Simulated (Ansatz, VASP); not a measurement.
## Ti: VASP beside Ansatz

```xyz
1
Lattice="0.0000 1.7848 1.7848 1.7848 0.0000 1.7848 1.7848 1.7848 0.0000" Properties=species:S:1:pos:R:3 pbc="T T T"
Ti    0.0000    0.0000    0.0000
```

Change from the starting cell: volume scaled by 0.68, LAPW.

Alike in both runs: task single point; functional PBEsol; k mesh 16 × 16 × 16; occupations fermi-dirac, width 0.1 eV; no spin polarisation.

|  | VASP | Ansatz |
| --- | --- | --- |
| version | VASP 6.6.1 | Ansatz 0.2.0 |
| potentials or method | VASP PAW PBE potentials, release 64 (Ti_sv), cutoff 520 eV | all-electron LAPW, scalar-relativistic |

```tsv
	VASP	Ansatz	Ansatz less VASP
pressure (GPa)	79.7	81.0	+1.28
```

VASP's potentials were made for PBE, not for PBEsol. Both programs put the cell under a high pressure, so it lies far from rest at this level. Ansatz ran all-electron here, and VASP with PAW potentials.

Noted on VASP's run: the cell as given lies far from equilibrium.
